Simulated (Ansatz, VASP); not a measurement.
## LiC3 in VASP and in Ansatz

INCAR

```
SYSTEM = LiC3
PREC     = Accurate       ! precision mode
ENCUT    = 520            ! plane-wave cutoff, eV
EDIFF    = 1E-6           ! SCF threshold, eV
ISMEAR   = 0              ! smearing method
SIGMA    = 0.1            ! smearing width, eV
LREAL    = .False.        ! projectors in reciprocal space
LASPH    = .True.         ! aspherical terms in the spheres
NELM     = 80             ! most SCF steps
ALGO     = Normal         ! electronic algorithm
ISIF     = 2              ! what is computed and relaxed
LWAVE    = .False.        ! write WAVECAR
LCHARG   = .True.         ! write CHGCAR
GGA      = PE             ! functional
LELF     = .True.         ! ELF
LVHAR    = .True.       
NBANDS   = 25             ! bands
```

KPOINTS

```
regular mesh
0
Gamma
  12 12 6
  0 0 0
```

The input POSCAR:

```
LiC3
1.0
    4.5023608286      0.0000000000      0.0000000000
   -2.2511804143      3.8991588545      0.0000000000
    0.0000000000      0.0000000000      7.1417304474
Li C
2 6
Direct
    0.3333333333      0.6666666667      0.2500000000
    0.6666666667      0.3333333333      0.7500000000
    0.8054977099      0.2684594855      0.2500000000
    0.5370382244      0.8054977099      0.7500000000
    0.7315405145      0.5370382244      0.2500000000
    0.1945022901      0.7315405145      0.7500000000
    0.4629617756      0.1945022901      0.2500000000
    0.2684594855      0.4629617756      0.7500000000
```

Input for Ansatz:

```yaml
crystal:
  lattice:
    - [4.5023608286, 0.0, 0.0]
    - [-2.2511804143, 3.8991588545, 0.0]
    - [0.0, 0.0, 7.1417304474]
  atoms:
    - { symbol: Li, position: [0.3333333333, 0.6666666667, 0.25] }
    - { symbol: Li, position: [0.6666666667, 0.3333333333, 0.75] }
    - { symbol: C, position: [0.8054977099, 0.2684594855, 0.25] }
    - { symbol: C, position: [0.5370382244, 0.8054977099, 0.75] }
    - { symbol: C, position: [0.7315405145, 0.5370382244, 0.25] }
    - { symbol: C, position: [0.1945022901, 0.7315405145, 0.75] }
    - { symbol: C, position: [0.4629617756, 0.1945022901, 0.25] }
    - { symbol: C, position: [0.2684594855, 0.4629617756, 0.75] }
basis:
  ecutwfc: 420
  ecutrho_ratio: 12
kpoints:
  mp_grid: { grid: [12, 12, 6] }
hamiltonian:
  xc: pbe
scf:
  occupations: { method: gaussian, width: 0.1 }
output:
  forces: true
  eigenvalues: true
  stress: true
```

Alike in both runs: task single point; functional PBE; k mesh 12 × 12 × 6; occupations gaussian, width 0.1 eV; no spin polarisation.

```csv
,VASP,Ansatz
version,VASP 6.6.1,Ansatz 0.2.0
potentials or method,"VASP PAW PBE potentials, release 64 (Li_sv, C), cutoff 520 eV","scalar-relativistic, plane waves, PAW"
valence electrons in the cell,30,30
```

Ansatz gave:

| Quantity | Value |
| --- | --- |
| gap on the k mesh at the Fermi level (eV) | none |
| rms of the force components (eV/Å) | 0.000 |

Q: What did VASP give for the same quantities?

A: gap on the k mesh at the Fermi level (eV): none; rms of the force components (eV/Å): 0.096.

Atom by atom the forces differ by 0.096 eV/Å (rms over components). A gap of «none» marks a metal or a gap that the smearing closes.

Noted on VASP's run: the cutoff is under 1.25 times that of the potentials, so the pressure is a little rough.
